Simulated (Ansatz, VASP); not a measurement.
## Be in VASP and in Ansatz

```xyz
1
Lattice="7.7478 0.0000 0.0000 -3.8739 6.7097 0.0000 0.0000 0.0000 3.1175" Properties=species:S:1:pos:R:3 pbc="T T T"
Be    0.0000    0.0000    0.0000
```

Alike in both runs: task single point; functional PBEsol; k mesh 6 × 6 × 14; occupations gaussian, width 0.1 eV; no spin polarisation.

|  | VASP | Ansatz |
| --- | --- | --- |
| version | VASP 6.6.1 | Ansatz 0.2.0 |
| potentials or method | VASP PAW PBE potentials, release 64 (Be), cutoff 520 eV | scalar-relativistic, plane waves, PAW |
| valence electrons in the cell | 2 | 2 |

```tsv
	VASP	Ansatz	Ansatz less VASP
gap on the k mesh at the Fermi level (eV)	0.03	0.04	+0.003
least direct gap on the mesh (eV)	0.04	0.04	+0.003
pressure (GPa)	-0.8	-0.8	0.00
traceless stress, the component that is largest in VASP (GPa)	-1.59	-1.59	+0.007
```

VASP's potentials were made for PBE, not for PBEsol. The functional is the same, so the differences come from potentials, cutoffs and numerics.
